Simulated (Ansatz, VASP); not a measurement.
# InP in VASP and in Ansatz

POSCAR

```
InP
1.0
    2.9847367417      2.9847367417      0.0000000000
   -2.9847367417      2.9847367417      0.0000000000
    0.0000000000      2.9847367417      2.9847367417
In P
1 1
Direct
    0.0000000000      0.0000000000      0.0000000000
    0.7500000000      0.2500000000      0.5000000000
```

Contents of INCAR.step1:

```
SYSTEM = InP
PREC = Accurate ; ENCUT = 520
ISMEAR = 0 ; SIGMA = 0.01
LREAL = .FALSE. ; LASPH = .TRUE.
NELM = 100 ; NBANDS = 16
GGA = PE ; ALGO = Normal
EDIFF = 1E-4 ; LWAVE = .TRUE.
LCHARG = .FALSE.
```

The input INCAR.step2:

```
SYSTEM = InP
PREC = Accurate ; ENCUT = 520
EDIFF = 1E-6 ; ISMEAR = 0
SIGMA = 0.01 ; LREAL = .FALSE.
LASPH = .TRUE. ; NELM = 100
ALGO = Normal ; ISIF = 2
LWAVE = .FALSE. ; LCHARG = .FALSE.
METAGGA = R2SCAN ; LMIXTAU = .TRUE.
NBANDS = 16 ; ISTART = 1
```

File KPOINTS:

```
regular mesh
0
G
  8 8 8
  0 0 0
```

Input for Ansatz:

```yaml
crystal:
  lattice:
    - [2.98473674171, 2.98473674171, 0.0]
    - [-2.98473674171, 2.98473674171, 0.0]
    - [0.0, 2.98473674171, 2.98473674171]
  atoms:
    - { symbol: In, position: [0.0, 0.0, 0.0] }
    - { symbol: P, position: [0.75, 0.25, 0.5] }
kpoints:
  mp_grid: { grid: [8, 8, 8] }
scf:
  occupations: { method: fixed }
  convergence: { dr2_threshold: 1.0e-10 }
hamiltonian:
  xc: r2scan
  pseudopotentials: { kind: paw }
output:
  forces: true
  stress: true
  eigenstates:
    kpoints:
      - [0.0, 0.0, 0.0]
      - [0.5, 0.0, 0.0]
      - [0.0, 0.5, 0.5]
      - [0.0, -0.5, 0.0]
      - [0.5, 0.0, 0.5]
      - [-0.5, -0.5, -0.5]
      - [-0.5, 0.5, 0.0]
      - [0.0, 0.0, -0.5]
  eigenvalues: true
```

Alike in both runs: task single point; functional r2SCAN; k mesh 8 × 8 × 8; no spin polarisation.

|  | VASP | Ansatz |
| --- | --- | --- |
| version | VASP 6.6.1 | Ansatz 0.2.0 |
| potentials or method | VASP PAW PBE potentials, release 64 (In_d, P) | PAW with Ansatz's default frozen-core files, scalar-relativistic |
| plane-wave cutoff (eV) | 520 | 500 |
| occupations | gaussian, width 0.01 eV | fixed |
| valence electrons in the cell | 18 | 18 |

VASP gave:

- gap on the k mesh at the Fermi level (eV): 0.85
- pressure (GPa): -2.1

**Question.** Which values does Ansatz return?

**Answer.** gap on the k mesh at the Fermi level (eV): 0.84; pressure (GPa): -2.0.

VASP's potentials were made for PBE, not for r2SCAN.
